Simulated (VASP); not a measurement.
## NaLa: single point with r2SCAN

NaLa:

```
CELL_PARAMETERS angstrom
3.60625 0.00000 0.00000
-1.80313 3.12310 0.00000
0.00000 0.00000 6.48378
ATOMIC_POSITIONS crystal
Na 0.00000 0.00000 0.00000
La 0.33333 0.66667 0.50000
```

| Item | Value |
| --- | --- |
| Program | VASP 6.6.1 |
| Task | single point |
| Functional | r2SCAN |
| Potentials or basis | VASP PAW PBE potentials, release 64 (Na_pv, La) |
| Cutoff | 550 eV |
| k mesh | 5 × 5 × 2 |
| Occupations | fermi-dirac, width 0.1 eV |
| Spin | no spin polarisation |
| Dipole correction | no |
| Further INCAR settings | ALGO = Normal; EDIFF = 1e-06; NBANDS = 16 |

```json
{
 "Pressure": "-0.1 GPa",
 "Band gap on the k mesh": "zero (band 9 reaches 4.21 eV, above the bottom of band 10 at 3.95 eV)"
}
```

Stress tensor (GPa, compression positive):
```
-0.17  0.00  0.00
 0.00 -0.17  0.00
 0.00  0.00  0.09
```

Levels at points of the mesh, in eV from the Fermi level:
```tsv
k point	band 5	band 6	band 7	band 8	band 9	band 10	band 11	band 12	band 13	band 14
(0.00, 0.00, 0.00)	-17.53	-16.68	-16.68	-3.32	-1.07	0.86	1.47	1.99	1.99	2.09
(0.00, 0.00, 0.50)	-17.54	-16.68	-16.68	-2.34	-2.01	0.26	1.47	1.78	1.99	1.99
```

It took 2.9 min on 1 thread of Intel Xeon 8259CL, on a shared host, peak memory 0.21 GiB.

Caveat: the k points lie up to 0.48 Å⁻¹ apart; the PAW data sets were made with another functional, which shifts forces and pressure a little; spin-orbit coupling is left out, which moves the levels of the heavy elements.
